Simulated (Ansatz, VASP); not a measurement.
# One calculation of Ta16Cu, two programs

```xyz
17
Lattice="6.5700 0.0000 0.0000 0.0000 6.5700 0.0000 0.0000 0.0000 21.9099" Properties=species:S:1:pos:R:3 pbc="T T T"
Ta    1.6425    1.6425    4.0000
Ta    1.6425    4.9275    4.0000
Ta    4.9275    1.6425    4.0000
Ta    4.9275    4.9275    4.0000
Ta    0.0000    0.0000    5.6425
Ta    0.0000    3.2850    5.6425
Ta    3.2850    0.0000    5.6425
Ta    3.2850    3.2850    5.6425
Ta    1.6425    1.6425    7.2883
Ta    1.6425    4.9275    7.2883
Ta    4.9275    1.6425    7.2883
Ta    4.9275    4.9275    7.2883
Ta    0.0000    0.0000    8.8099
Ta    0.0000    3.2850    8.8099
Ta    3.2850    0.0000    8.8099
Ta    3.2850    3.2850    8.8099
Cu    0.0000    0.0000   11.9099
```

Alike in both runs: task single point; functional PBE; dispersion D3(BJ); k mesh 4 × 4 × 1; occupations gaussian, width 0.1 eV; no spin polarisation.

```csv
,VASP,Ansatz
version,VASP 6.6.1,Ansatz 0.2.0
potentials or method,"VASP PAW PBE potentials, release 64 (Ta_pv, Cu), cutoff 520 eV","scalar-relativistic, plane waves, PAW"
valence electrons in the cell,187,227
```

```csv
,VASP,Ansatz,Ansatz less VASP
gap on the k mesh at the Fermi level (eV),none,none,-
rms of the force components (eV/Å),0.348,0.336,-0.0111
```

Atom by atom the forces differ by 0.013 eV/Å (rms over components). A gap of «none» marks a metal or a gap that the smearing closes. VASP's potentials hold 187 valence electrons a cell and Ansatz's 227, so a difference there can come from the potentials and not from the codes. Ansatz's warnings: vacuum below fermi.

Neither program's run includes spin-orbit coupling.
